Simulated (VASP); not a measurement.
Write the native input for VASP 6.6.1 that does the following.

```yaml
Task: single point
Functional: PBEsol
Potentials_or_basis: VASP PAW PBE potentials, release 64 (Ga_d, P)
Cutoff: 520 eV
k_mesh: 12 × 12 × 2
Occupations: gaussian, width 0.05 eV
Spin: no spin polarisation
Dipole_correction: no
Further_INCAR_settings: ALGO = Normal; EDIFF = 1e-07; NBANDS = 66
```

The structure of GaP (an interface model) lies in POSCAR:

```
GaP
1.0
    3.8455650058      0.0000000000      0.0000000000
   -1.9227825029      3.3303569869      0.0000000000
    0.0000000000      0.0000000000     18.8393440737
Ga P
6 6
Direct
    0.0000000000      0.0000000000      0.0000000000
    0.3333333333      0.6666666667      0.1666666667
    0.6666666667      0.3333333333      0.3333333333
    0.6666666667      0.3333333333      0.7083333333
    0.3333333333      0.6666666667      0.5416666667
    0.0000000000      0.0000000000      0.8750000000
    0.6666666667      0.3333333333      0.2083333333
    0.3333333333      0.6666666667      0.0416666667
    0.0000000000      0.0000000000      0.3750000000
    1.0000000000      0.0000000000      0.5000000000
    0.3333333333      0.6666666667      0.6666666667
    0.6666666667      0.3333333333      0.8333333333
```

These files were run (other wordings do the same):

INCAR

```
  PREC = Accurate
  ENCUT = 520
  EDIFF = 1E-7
  ISMEAR = 0
  SIGMA = 0.05
  LREAL = F
  LASPH = T
  NELM = 100
  ALGO = Normal
  ISIF = 2
  LWAVE = F
  LCHARG = F
  GGA = PS
  NBANDS = 66
```

KPOINTS

```
regular mesh
0
Gamma
  12 12 2
```

Potentials or basis: VASP PAW PBE potentials, release 64 (Ga_d, P).

Launch:

```console
$ cat potpaw_PBE.64/Ga_d/POTCAR potpaw_PBE.64/P/POTCAR > POTCAR
$ mpirun -np 1 vasp_std > vasp.out
```

It gave:

The pressure is 0.5 GPa, the largest force is 1.095 eV/Å and the band gap on the k mesh is zero (band 54 reaches 5.42 eV, above the bottom of band 55 at 5.24 eV).

Caveat: the PAW data sets were made with another functional, which shifts forces and pressure a little.

Run time: 31 min on 1 thread of AMD EPYC 7R13, on a shared host, peak memory 0.57 GiB.
